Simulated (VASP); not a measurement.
Here is a VASP 6.6.1 calculation.

File INCAR:

```
ALGO = Normal
EDIFF = 1E-8
ENCUT = 520
GGA = CA
ISIF = 2
ISMEAR = -1
LASPH = T
LCHARG = F
LEFG = T
LREAL = F
LWAVE = F
NBANDS = 12
NELM = 80
PREC = Accurate
SIGMA = 0.03
```

The input KPOINTS:

```
k-points
0
Gamma
  8 8 8
```

The input POSCAR:

```
Au
1.0
    0.0000000000      2.0856442657      2.0856442657
    2.0856442657      0.0000000000      2.0856442657
    2.0856442657      2.0856442657      0.0000000000
Au
1
Direct
    0.0000000000      0.0000000000      0.0000000000
```

Potentials or basis: VASP PAW LDA potentials, release 64 (Au).

Command:

```console
$ cat potpaw_LDA.64/Au/POTCAR > POTCAR
$ mpirun -np 1 vasp_std > vasp.out
```

Predict the pressure.

-12.4 GPa.

Caveat: without QUAD_EFG the Cq values of the log hold for a quadrupole moment of 1 mb, not for the nuclei.
